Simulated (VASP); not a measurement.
# InAs (F-43m) in VASP: notebook

Runs on InAs. Level: LDA. Tasks: single point.

Everything below comes from runs of VASP 6.6.1. Logs are shortened: lines on timing, memory, paths and dates and some standing lists are left out, and cuts for length are marked.

### 1 The cell of the first run

It takes space group F-43m (No. 216, cubic). Conventional cell: a = 5.913 Å, b = 5.913 Å, c = 5.913 Å, α = 90.00°, β = 90.00°, γ = 90.00°. Within 3.4 Å of In (site symmetry -43m) lie 4 As at 2.56 Å. Within 3.4 Å of As (site symmetry -43m) lie 4 In at 2.56 Å.

### 2 Single point, LDA (volume scaled by 0.94)

Contents of INCAR:

```
PREC = Accurate ; ENCUT = 520
EDIFF = 1E-7 ; ISMEAR = -1
SIGMA = 0.05 ; LREAL = False
LASPH = True ; NELM = 60
ALGO = Normal ; ISIF = 2
LWAVE = False ; LCHARG = True
LELF = True ; LVHAR = True
NBANDS = 16
```

Contents of KPOINTS:

```
regular mesh
0
Gamma
  8 8 8
```

Contents of POSCAR:

```
InAs
1.0
    0.0000000000      2.9563908761      2.9563908761
    2.9563908761      0.0000000000      2.9563908761
    2.9563908761      2.9563908761      0.0000000000
In As
1 1
Direct
    0.0000000000      0.0000000000      0.0000000000
    0.7500000000      0.7500000000      0.7500000000
```

Potentials or basis: VASP PAW LDA potentials, release 64 (In_d, As).

Run with:

```sh
$ cat potpaw_LDA.64/In_d/POTCAR potpaw_LDA.64/As/POTCAR > POTCAR
$ mpirun -np 1 vasp_std > vasp.out
```

OUTCAR:

```text
PREC = Accurate
   ENCUT = 520
   EDIFF = 1E-7
   ISMEAR = -1
   LREAL = False
   LASPH = True
   NELM = 60
   ISIF = 2

 ion  position               nearest neighbor table
   1  0.000  0.000  0.000-   2 2.56   2 2.56   2 2.56   2 2.56
   2  0.750  0.750  0.750-   1 2.56   1 2.56   1 2.56   1 2.56

  LATTYP: Found a face centered cubic cell.
 ALAT       =     5.9127817522

  Lattice vectors:

 A1 = (   0.0000000000,   2.9563908761,   2.9563908761)
 A2 = (   2.9563908761,   0.0000000000,   2.9563908761)
 A3 = (   2.9563908761,   2.9563908761,   0.0000000000)

Analysis of symmetry for initial positions (statically):
=====================================================================
 Subroutine PRICEL returns:
 Original cell was already a primitive cell.

 Routine SETGRP: Setting up the symmetry group for a
 face centered cubic supercell.

 Subroutine GETGRP returns: Found 24 space group operations
 (whereof 24 operations were pure point group operations)
 out of a pool of 48 trial point group operations.

The static configuration has the point symmetry T_d .

Analysis of symmetry for dynamics (positions and initial velocities):
=====================================================================
 Subroutine PRICEL returns:
 Original cell was already a primitive cell.

 Routine SETGRP: Setting up the symmetry group for a
 face centered cubic supercell.

 Subroutine GETGRP returns: Found 24 space group operations
 (whereof 24 operations were pure point group operations)
 out of a pool of 48 trial point group operations.

The dynamic configuration has the point symmetry T_d .

 Subroutine INISYM returns: Found 24 space group operations
 (whereof 24 operations are pure point group operations),
 and found     1 'primitive' translations

----------------------------------------------------------------------------------------

                                     Primitive cell

  volume of cell :      51.6792

  direct lattice vectors                    reciprocal lattice vectors
     0.000000000  2.956390876  2.956390876    -0.169125133  0.169125133  0.169125133
     2.956390876  0.000000000  2.956390876     0.169125133 -0.169125133  0.169125133
     2.956390876  2.956390876  0.000000000     0.169125133  0.169125133 -0.169125133

  length of vectors
     4.180968073  4.180968073  4.180968073     0.292933323  0.292933323  0.292933323

  position of ions in fractional coordinates (direct lattice)
     0.000000000  0.000000000  0.000000000
     0.750000000  0.750000000  0.750000000

  ion indices of the primitive-cell ions
   primitive index   ion index
                 1           1
                 2           2

----------------------------------------------------------------------------------------

 KPOINTS: regular mesh

Automatic generation of k-mesh.
 Grid dimensions read from file:
 generate k-points for:    8    8    8

 Generating k-lattice:

  Cartesian coordinates                     Fractional coordinates (reciprocal lattice)
    -0.021140642  0.021140642  0.021140642     0.125000000  0.000000000  0.000000000
     0.021140642 -0.021140642  0.021140642     0.000000000  0.125000000  0.000000000
     0.021140642  0.021140642 -0.021140642     0.000000000  0.000000000  0.125000000

  Length of vectors
     0.036616665  0.036616665  0.036616665

  Shift w.r.t. Gamma in fractional coordinates (k-lattice)
     0.000000000  0.000000000  0.000000000

 Subroutine IBZKPT returns following result:
 ===========================================

 Found     29 irreducible k-points:

 Following reciprocal coordinates:
            Coordinates               Weight
  0.000000  0.000000  0.000000      1.000000
  0.125000  0.000000  0.000000      8.000000
  0.250000  0.000000  0.000000      8.000000
  0.375000  0.000000  0.000000      8.000000
  0.500000  0.000000  0.000000      4.000000
  0.125000  0.125000  0.000000      6.000000
[... 16 lines left out ...]
  0.500000  0.250000  0.125000     48.000000
 -0.375000  0.250000  0.125000     24.000000
 [... further k-points ...]
   k-points           NKPTS =     29   k-points in BZ     NKDIM =     29   number of bands    NBANDS=     16
   number of dos      NEDOS =    301   number of ions     NIONS =      2
   total plane-waves  NPLWV =  32768
   dimension x,y,z NGX =    32 NGY =   32 NGZ =   32
   dimension x,y,z NGXF=    64 NGYF=   64 NGZF=   64
   ions per type =               1   1
   NGX,Y,Z   is equivalent  to a cutoff of  12.72, 12.72, 12.72 a.u.
   NGXF,Y,Z  is equivalent  to a cutoff of  25.45, 25.45, 25.45 a.u.
 SYSTEM =  unknown system
   PREC   = accura    normal or accurate (medium, high low for compatibility)
   ISTART =      0    job   : 0-new  1-cont  2-samecut
   ICHARG =      2    charge: 1-file 2-atom 10-const
   ISPIN  =      1    spin polarized calculation?
   LNONCOLLINEAR =      F non collinear calculations
   LSORBIT =      F    spin-orbit coupling
   LASPH  =      T    aspherical Exc in radial PAW
   ENCUT  =  520.0 eV  38.22 Ry    6.18 a.u.   7.77  7.77  7.77*2*pi/ulx,y,z
   NELM   =     60;   NELMIN=  2; NELMDL= -5     # of ELM steps
   EDIFF  = 0.1E-06   stopping-criterion for ELM
   LREAL  =      F    real-space projection
   EDIFFG = 0.1E-05   stopping-criterion for IOM
   NSW    =      0    number of steps for IOM
   IBRION =     -1    ionic relax: 0-MD 1-quasi-New 2-CG
   NFREE  =      0    steps in history (QN), initial steepest desc. (CG)
   ISIF   =      2    stress and relaxation
   ISYM   =      2    0-nonsym 1-usesym 2-fastsym
   POTIM  = 0.5000    time-step for ionic-motion
   TEBEG  =    0.0;   TEEND  =   0.0 temperature during run
   PSTRESS=    0.0 pullay stress
   NELECT =      18.0000    total number of electrons
   NUPDOWN=      -1.0000    fix difference up-down
   EMIN   =  10.00;   EMAX   =-10.00  energy-range for DOS
   EFERMI =   0.00;   METHOD = LEGACY
   ISMEAR =    -1;   SIGMA  =   0.05  broadening in eV -4-tet -1-fermi 0-gaus
   EFERMI_NEDOS =   21; number of points for ismear=-14 and -15
   IALGO  =     38    algorithm
   IMIX   =      4    mixing-type and parameters
     AMIX     =   0.40;   BMIX     =  1.00
     AMIX_MAG =   1.60;   BMIX_MAG =  1.00
  volume/ion in A,a.u.               =      25.84       174.37
  Fermi-wavevector in a.u.,A,eV,Ry     =   1.151844  2.176670 18.051469  1.326746
  Thomas-Fermi vector in A             =   2.288499
   LORBIT       =      0    0 simple, 1 ext, 2 COOP (PROOUT), +10 PAW based schemes
   GGA     = CA    functional components
   LHFCALC =     F    Hartree Fock is set to
   AEXX    =    0.0000 exact exchange contribution
   IVDW    =     0    specifies the selected vdW correction
   LEPSILON=     F    determine dielectric tensor
   LRPA    =     F    only Hartree local field effects (RPA)
 non-spin polarized calculation
  energy-cutoff  :      520.00
  volume of cell :       51.68
 maximum number of plane-waves:      1411
   NGX = 15   NGY = 15   NGZ = 15

 number of electron      18.0000008 magnetization

 Free energy of the ion-electron system (eV)
  ---------------------------------------------------
  ext. energy  EPLUGINS =         0.00000000
  ---------------------------------------------------
  free energy    TOTEN  =        -8.98647318 eV

  energy without entropy =       -8.98594837  energy(sigma->0) =       -8.98621078

 E-fermi :   5.1107     XC(G=0):  -9.7029

 val. band max:        5.0596513221   @ k =   0.0000   0.0000   0.0000
 cond. band min:       6.0140467828   @ k =   0.5000   0.0000   0.0000
 fundamental gap:      0.9543954607
 Fermi energy:         5.1107087244

 k-point     1 :       0.0000    0.0000    0.0000
  band No.  band energies     occupation
      1      -9.4606      2.00000
      2      -9.4606      2.00000
      3      -9.4606      2.00000
      4      -9.3012      2.00000
      5      -9.3012      2.00000
      6      -7.3146      2.00000
[... 8 lines left out ...]
     15      14.9552      0.00000
     16      14.9552      0.00000

 k-point     2 :       0.1250    0.0000    0.0000
  band No.  band energies     occupation
      1      -9.4893      2.00000
      2      -9.4531      2.00000
      3      -9.4531      2.00000
      4      -9.3014      2.00000
      5      -9.3014      2.00000
      6      -7.1301      2.00000
[... 8 lines left out ...]
     15      13.9326      0.00000
     16      13.9326      0.00000

 k-point     3 :       0.2500    0.0000    0.0000
  band No.  band energies     occupation
      1      -9.5516      2.00000
      2      -9.4369      2.00000
      3      -9.4369      2.00000
      4      -9.2999      2.00000
      5      -9.2999      2.00000
      6      -6.6252      2.00000
[... 8 lines left out ...]
     15      13.6834      0.00000
     16      13.6834      0.00000

 k-point     4 :       0.3750    0.0000    0.0000
  band No.  band energies     occupation
      1      -9.6068      2.00000
      2      -9.4244      2.00000
      3      -9.4244      2.00000
      4      -9.2945      2.00000
      5      -9.2945      2.00000
      6      -5.9697      2.00000
[... 8 lines left out ...]
     15      14.6986      0.00000
     16      14.6986      0.00000

 k-point     5 :       0.5000    0.0000    0.0000
  band No.  band energies     occupation
      1      -9.6280      2.00000
      2      -9.4204      2.00000
      3      -9.4204      2.00000
      4      -9.2910      2.00000
      5      -9.2910      2.00000
      6      -5.6084      2.00000
[... 8 lines left out ...]
     15      16.0066      0.00000
     16      16.0066      0.00000

 k-point     6 :       0.1250    0.1250    0.0000
  band No.  band energies     occupation
      1      -9.5057      2.00000
      2      -9.4458      2.00000
      3      -9.4458      2.00000
      4      -9.3073      2.00000
      5      -9.2969      2.00000
      6      -7.0697      2.00000
[... 8 lines left out ...]
     15      13.9025      0.00000
     16      15.1210      0.00000
[... 267 lines left out ...]
 k-point    21 :       0.5000    0.5000    0.0000
  band No.  band energies     occupation
      1      -9.6973      2.00000
      2      -9.3555      2.00000
      3      -9.3555      2.00000
      4      -9.3542      2.00000
      5      -9.2722      2.00000
      6      -4.9884      2.00000
[... 8 lines left out ...]
     15      16.7267      0.00000
     16      17.5240      0.00000

 k-point    22 :       0.3750    0.2500    0.1250
  band No.  band energies     occupation
      1      -9.5991      2.00000
      2      -9.4173      2.00000
      3      -9.4113      2.00000
      4      -9.3175      2.00000
      5      -9.2891      2.00000
      6      -6.2141      2.00000
[... 8 lines left out ...]
     15      15.3643      0.00000
     16      16.0523      0.00000

 k-point    23 :       0.5000    0.2500    0.1250
  band No.  band energies     occupation
      1      -9.6335      2.00000
      2      -9.4106      2.00000
      3      -9.3971      2.00000
      4      -9.3143      2.00000
      5      -9.2894      2.00000
      6      -5.6224      2.00000
[... 8 lines left out ...]
     15      15.5422      0.00000
     16      16.3239      0.00000

 k-point    24 :      -0.3750    0.2500    0.1250
  band No.  band energies     occupation
      1      -9.6464      2.00000
      2      -9.4095      2.00000
      3      -9.3920      2.00000
      4      -9.3087      2.00000
      5      -9.2921      2.00000
      6      -5.3035      2.00000
[... 8 lines left out ...]
     15      15.5397      0.00000
     16      16.3902      0.00000

 [... further k-points ...]
[... 5 lines left out ...]
  --------------------------------------------------------------------------------------
  -------------------------------------------------------------------------------------
  Total        1.3316289      1.3316289      1.3316289      0.0000000      0.0000000     -0.0000000
  in kB       41.2836653     41.2836653     41.2836653      0.0000000      0.0000000     -0.0000000
  external PRESSURE =      41.2836653 kB  Pullay stress =       0.0000000 kB

 VOLUME and BASIS-vectors are now :
 -----------------------------------------------------------------------------
  energy-cutoff  :      520.00
  volume of cell :       51.68
      direct lattice vectors                 reciprocal lattice vectors
     0.000000000  2.956390876  2.956390876    -0.169125133  0.169125133  0.169125133
     2.956390876  0.000000000  2.956390876     0.169125133 -0.169125133  0.169125133
     2.956390876  2.956390876  0.000000000     0.169125133  0.169125133 -0.169125133

 POSITION                                       TOTAL-FORCE (eV/Angst)
 -----------------------------------------------------------------------------------
      0.00000      0.00000      0.00000         0.000000      0.000000      0.000000
      4.43459      4.43459      4.43459        -0.000000     -0.000000     -0.000000
 -----------------------------------------------------------------------------------
    total drift:                                0.000000      0.000000     -0.000000

  FREE ENERGIE OF THE ION-ELECTRON SYSTEM (eV)
  ---------------------------------------------------
  free  energy   TOTEN  =        -8.9864731839 eV

  energy  without entropy=       -8.9859483673  energy(sigma->0) =       -8.98621078
```

Run time: 35 s. Hardware: 1 thread of AMD EPYC 7R43 (Zen 3), shared host; peak memory 0.12 GiB.

What came out:

```
Free energy            : -8.9865 eV
Pressure               : 4.1 GPa
Band gap on the k mesh : zero (filled and empty bands touch)
```

Levels at points of the mesh, in eV from the Fermi level:
```tsv
k point	band 5	band 6	band 7	band 8	band 9	band 10	band 11	band 12	band 13	band 14
(0.00, 0.00, 0.00)	-14.41	-12.43	-0.10	-0.05	-0.05	-0.05	3.79	3.79	3.79	7.47
(0.50, 0.00, 0.00)	-14.40	-10.72	-6.25	-1.16	-1.16	0.90	4.59	4.59	6.70	9.16
(0.50, 0.50, 0.00)	-14.38	-10.10	-6.27	-2.64	-2.64	1.25	1.90	9.40	9.56	9.56
```

Caveat: the cell differs from its parent crystal (volume scaled by 0.94); spin-orbit coupling is left out, which moves the levels of the heavy elements.

### 3 Single point, LDA (volume scaled by 0.96)

Contents of INCAR:

```
  ALGO = Normal
  EDIFF = 1E-7
  ENCUT = 520
  GGA = CA
  ISIF = 2
  ISMEAR = -1
  LASPH = True
  LCHARG = False
  LREAL = False
  LWAVE = False
  NBANDS = 16
  NELM = 100
  PREC = Accurate
  SIGMA = 0.05
```

Contents of KPOINTS:

```
k-points
0
Gamma
  8 8 8
```

Contents of POSCAR:

```
InAs
1.0
    0.0000000000      2.9772112161      2.9772112161
    2.9772112161      0.0000000000      2.9772112161
    2.9772112161      2.9772112161      0.0000000000
In As
1 1
Direct
    0.0000000000      0.0000000000      0.0000000000
    0.7500000000      0.7500000000      0.7500000000
```

Potentials or basis: VASP PAW LDA potentials, release 64 (In_d, As).

Run with:

```sh
$ cat potpaw_LDA.64/In_d/POTCAR potpaw_LDA.64/As/POTCAR > POTCAR
$ mpirun -np 1 vasp_std > vasp.out
```

It took 32 s on 1 thread of AMD EPYC 7R43 (Zen 3), shared host; peak memory 0.13 GiB.

Results (log left out):

```
Free energy            : -9.0096 eV
Pressure               : 2.5 GPa
Band gap on the k mesh : zero (filled and empty bands touch)
```

Levels at points of the mesh, in eV from the Fermi level:
```
           k point  band 5  band 6  band 7  band 8  band 9  band 10  band 11  band 12  band 13  band 14
(0.00, 0.00, 0.00)  -14.36  -12.27   -0.20   -0.05   -0.05    -0.05     3.79     3.79     3.79     7.40
(0.50, 0.00, 0.00)  -14.35  -10.64   -6.13   -1.12   -1.12     0.86     4.59     4.59     6.69     9.05
(0.50, 0.50, 0.00)  -14.33  -10.04   -6.17   -2.55   -2.55     1.30     1.91     9.26     9.41     9.41
```

Caveat: the cell differs from its parent crystal (volume scaled by 0.96); spin-orbit coupling is left out, which moves the levels of the heavy elements.

### 4 Single point, LDA (volume scaled by 0.98)

Contents of INCAR:

```
SYSTEM = InAs
ALGO = Normal ; EDIFF = 1E-6
ENCUT = 520 ; GGA = CA
ISIF = 2 ; ISMEAR = -1
LASPH = .TRUE. ; LCHARG = .FALSE.
LREAL = .FALSE. ; LWAVE = .FALSE.
NBANDS = 16 ; NELM = 100
PREC = Accurate ; SIGMA = 0.05
```

Contents of KPOINTS:

```
k-points
0
G
  8 8 8
  0 0 0
```

Contents of POSCAR:

```
InAs
1.0
    0.0000000000      2.9977443561      2.9977443561
    2.9977443561      0.0000000000      2.9977443561
    2.9977443561      2.9977443561      0.0000000000
In As
1 1
Direct
    0.0000000000      0.0000000000      0.0000000000
    0.7500000000      0.7500000000      0.7500000000
```

Run with:

```sh
$ cat potpaw_LDA.64/In_d/POTCAR potpaw_LDA.64/As/POTCAR > POTCAR
$ mpirun -np 1 vasp_std > vasp.out
```

It took 32 s on 1 thread of AMD EPYC 7R43 (Zen 3), shared host; peak memory 0.13 GiB.

It converged, with:

* Free energy: -9.0225 eV
* Pressure: 1.1 GPa
* Band gap on the k mesh: zero (filled and empty bands touch)

Levels at points of the mesh, in eV from the Fermi level:
```tsv
k point	band 7	band 8	band 9	band 10	band 11	band 12
(0.00, 0.00, 0.00)	-0.31	-0.05	-0.05	-0.05	3.79	3.79
(0.50, 0.00, 0.00)	-6.02	-1.08	-1.08	0.82	4.58	4.58
(0.50, 0.50, 0.00)	-6.08	-2.48	-2.48	1.33	1.91	9.12
```

Caveat: the cell differs from its parent crystal (volume scaled by 0.98); spin-orbit coupling is left out, which moves the levels of the heavy elements.

### 5 Single point, LDA

This run uses another cell than the first one, of 27.49 Å³/atom, 1.064 times its volume.

Contents of INCAR:

```
SYSTEM = InAs
PREC = Accurate ; ENCUT = 520
EDIFF = 1E-6 ; ISMEAR = -1
SIGMA = 0.05 ; LREAL = .False.
LASPH = .True. ; NELM = 80
ALGO = Normal ; ISIF = 2
LWAVE = .False. ; LCHARG = .False.
GGA = CA ; NBANDS = 16
```

Contents of KPOINTS:

```
regular mesh
0
Gamma
  8 8 8
  0 0 0
```

Contents of POSCAR:

```
InAs
1.0
    0.0000000000      3.0180000000      3.0180000000
    3.0180000000      0.0000000000      3.0180000000
    3.0180000000      3.0180000000      0.0000000000
In As
1 1
Direct
    0.0000000000      0.0000000000      0.0000000000
    0.7500000000      0.7500000000      0.7500000000
```

Run with:

```sh
$ cat potpaw_LDA.64/In_d/POTCAR potpaw_LDA.64/As/POTCAR > POTCAR
$ mpirun -np 1 vasp_std > vasp.out
```

Run time: 33 s. Hardware: 1 thread of AMD EPYC 7R43 (Zen 3), shared host; peak memory 0.13 GiB.

The run converged. Its results:

| Quantity | Value |
| --- | --- |
| Free energy | -9.0261 eV |
| Pressure | -0.1 GPa |
| Band gap on the k mesh | zero (filled and empty bands touch) |

Levels at points of the mesh, in eV from the Fermi level:
```csv
k point,band 7,band 8,band 9,band 10,band 11,band 12
"(0.00, 0.00, 0.00)",-0.41,-0.05,-0.05,-0.05,3.78,3.78
"(0.50, 0.00, 0.00)",-5.91,-1.06,-1.06,0.77,4.56,4.56
"(0.50, 0.50, 0.00)",-5.99,-2.41,-2.41,1.36,1.91,8.99
```

Caveat: spin-orbit coupling is left out, which moves the levels of the heavy elements.

### 6 Summary

| cell | gap on the mesh (eV) | pressure (GPa) |
| --- | --- | --- |
| a = 4.181 Å, angles 60.0°, 2 atoms | none | 4.1 |
| a = 4.210 Å, angles 60.0°, 2 atoms | none | 2.5 |
| a = 4.239 Å, angles 60.0°, 2 atoms | none | 1.1 |
| a = 4.268 Å, angles 60.0°, 2 atoms | none | -0.1 |

Alike in all rows: task single point; level LDA; potentials or basis VASP PAW LDA potentials, release 64 (In_d, As); no spin polarisation; k mesh 8 × 8 × 8; cutoff (eV) 520; smearing fermi-dirac 0.05 eV.

Caveats: spin-orbit coupling is left out, which moves the levels of the heavy elements.

Absolute energies hang on the potentials; compare differences alone.
